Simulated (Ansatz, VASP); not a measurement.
**Two plane-wave programs on Mo**

Contents of POSCAR:

```
Mo
1.0
    2.6663533954      0.0000000000      0.0000000000
   -1.3331766977      2.3091297759      0.0000000000
    0.0000000000      0.0000000000      2.6099175529
Mo
1
Direct
    0.0000000000      0.0000000000      0.5000000000
```

Contents of INCAR.step1:

```
SYSTEM = Mo
  PREC = Accurate
  ENCUT = 520
  ISMEAR = 0
  SIGMA = 0.15
  LREAL = .FALSE.
  LASPH = .TRUE.
  NELM = 100
  NBANDS = 13
  GGA = PE
  ALGO = Normal
  EDIFF = 1E-4
  LWAVE = .TRUE.
  LCHARG = .FALSE.
```

The input INCAR.step2:

```
SYSTEM = Mo
  PREC = Accurate
  ENCUT = 520
  EDIFF = 1E-6
  ISMEAR = 0
  SIGMA = 0.15
  LREAL = .FALSE.
  LASPH = .TRUE.
  NELM = 100
  ALGO = Normal
  ISIF = 2
  LWAVE = .FALSE.
  LCHARG = .FALSE.
  METAGGA = R2SCAN
  LMIXTAU = .TRUE.
  NBANDS = 13
  ISTART = 1
```

Contents of KPOINTS:

```
Automatic mesh
0
G
  24 24 24
  0 0 0
```

Input for Ansatz:

```yaml
crystal:
  lattice:
    - [2.6663533954, 0.0, 0.0]
    - [-1.3331766977, 2.3091297759, 0.0]
    - [0.0, 0.0, 2.6099175529]
  atoms:
    - { symbol: Mo, position: [0.0, 0.0, 0.5] }
basis:
  ecutwfc: 500
kpoints:
  mp_grid: { grid: [24, 24, 24] }
hamiltonian:
  xc: r2scan
scf:
  occupations: { method: gaussian, width: 0.15 }
output:
  forces: true
  stress: true
  eigenvalues: true
```

Change from the starting cell: strain -0.030 along x and y, +0.030 along z, atoms carried along.

Alike in both runs: task single point; functional r2SCAN; k mesh 24 × 24 × 24; occupations gaussian, width 0.15 eV; no spin polarisation.

```csv
,VASP,Ansatz
version,VASP 6.6.1,Ansatz 0.2.0
potentials or method,"VASP PAW PBE potentials, release 64 (Mo_sv), cutoff 520 eV","scalar-relativistic, plane waves, PAW"
valence electrons in the cell,14,14
```

|  | VASP | Ansatz | Ansatz less VASP |
| --- | --- | --- | --- |
| gap on the k mesh at the Fermi level (eV) | none | none | - |
| pressure (GPa) | 10.3 | 9.1 | -1.19 |
| traceless stress, the component that is largest in VASP (GPa) | -15.30 | -15.23 | +0.063 |

VASP's potentials were made for PBE, not for r2SCAN. A gap of «none» marks a metal or a gap that the smearing closes.
